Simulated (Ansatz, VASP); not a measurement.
Two plane-wave programs on MgO

```xyz
2
Lattice="2.9380 0.0000 0.0000 -1.4690 2.5444 0.0000 0.0000 0.0000 2.6797" Properties=species:S:1:pos:R:3 pbc="T T T"
Mg    0.0000    0.0000    0.0000
O     0.0000    1.6963    1.3398
```

Alike in both runs: functional r2SCAN0; k mesh 5 × 5 × 5; occupations fermi-dirac, width 0.05 eV; no spin polarisation.

|  | VASP | Ansatz |
| --- | --- | --- |
| version | VASP 6.6.1 | Ansatz 0.2.0 |
| potentials or method | VASP PAW PBE potentials, release 64 (Mg, O) | Ansatz PAW |
| plane-wave cutoff (eV) | 520 | 500 |
| valence electrons in the cell | 8 | 16 |
| task | single point | band structure |

|  | VASP | Ansatz | Ansatz less VASP |
| --- | --- | --- | --- |
| gap on the k mesh at the Fermi level (eV) | 5.85 | 5.87 | +0.021 |
| least direct gap on the mesh (eV) | 6.27 | 6.28 | +0.012 |
| pressure (GPa) | -9.3 | -8.6 | +0.71 |
| traceless stress, the component that is largest in VASP (GPa) | -1.25 | -1.16 | +0.091 |

VASP's potentials were made for PBE, not for r2SCAN0. VASP's potentials hold 8 valence electrons a cell and Ansatz's 16, so a difference there can come from the potentials and not from the codes.

The k mesh is coarse, so the values compare programs but aren't converged.
